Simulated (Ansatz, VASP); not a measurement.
## TlZn in VASP and in Ansatz

```xyz
2
Lattice="3.0782 0.0000 0.0000 -1.5391 2.6658 0.0000 0.0000 0.0000 5.3833" Properties=species:S:1:pos:R:3 pbc="T T T"
Zn    0.0000    1.7772    2.6917
Tl    0.0000    0.0000    0.0000
```

Alike in both runs: task relaxation of cell and atoms; functional PBE; k mesh 6 × 6 × 4; occupations gaussian, width 0.1 eV; no spin polarisation.

|  | VASP | Ansatz |
| --- | --- | --- |
| version | VASP 6.6.1 | Ansatz 0.2.0 |
| potentials or method | VASP PAW PBE potentials, release 64 (Zn, Tl_d), cutoff 600 eV | scalar-relativistic, plane waves, PAW |
| valence electrons in the cell | 25 | 25 |

|  | VASP | Ansatz | Ansatz less VASP |
| --- | --- | --- | --- |
| gap on the k mesh at the Fermi level, each at its own relaxed structure (eV) | none | none | - |
| relaxed volume (Å³/atom) | 24.48 | 24.25 | -0.239 |
| relaxed cell length with the largest relative difference (Å) | 3.370 | 3.352 | -0.0182 |

A gap of «none» marks a metal or a gap that the smearing closes.

The k mesh is coarse, so the values compare programs but aren't converged. Spin-orbit coupling is off throughout.
